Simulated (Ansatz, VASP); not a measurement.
# Na2Zr: VASP beside Ansatz

```
CELL_PARAMETERS angstrom
0.00000 4.25419 4.25419
4.25419 0.00000 4.25419
4.25419 4.25419 0.00000
ATOMIC_POSITIONS crystal
Na 0.62500 0.62500 0.62500
Na 0.12500 0.62500 0.62500
Na 0.62500 0.62500 0.12500
Na 0.62500 0.12500 0.62500
Zr 0.00000 0.00000 0.00000
Zr 0.25000 0.25000 0.25000
```

Alike in both runs: functional PBE; k mesh 4 × 4 × 4; occupations gaussian, width 0.1 eV; no spin polarisation.

Ansatz relaxed the structure, and its values are those at the end. VASP's run is a single point on that final structure, the one shown.

|  | VASP | Ansatz |
| --- | --- | --- |
| version | VASP 6.6.1 | Ansatz 0.2.0 |
| potentials or method | VASP PAW PBE potentials, release 64 (Na_pv, Zr_sv), cutoff 520 eV | scalar-relativistic, plane waves, PAW |
| valence electrons in the cell | 52 | 60 |

```csv
,VASP,Ansatz,Ansatz less VASP
gap on the k mesh at the Fermi level (eV),none,none,-
pressure (GPa),0.4,0.4,-0.02
```

A gap of «none» marks a metal or a gap that the smearing closes. With one functional, cell and mesh, what is left measures potentials, basis and numerics. VASP's potentials hold 52 valence electrons a cell and Ansatz's 60, so a difference there can come from the potentials and not from the codes.
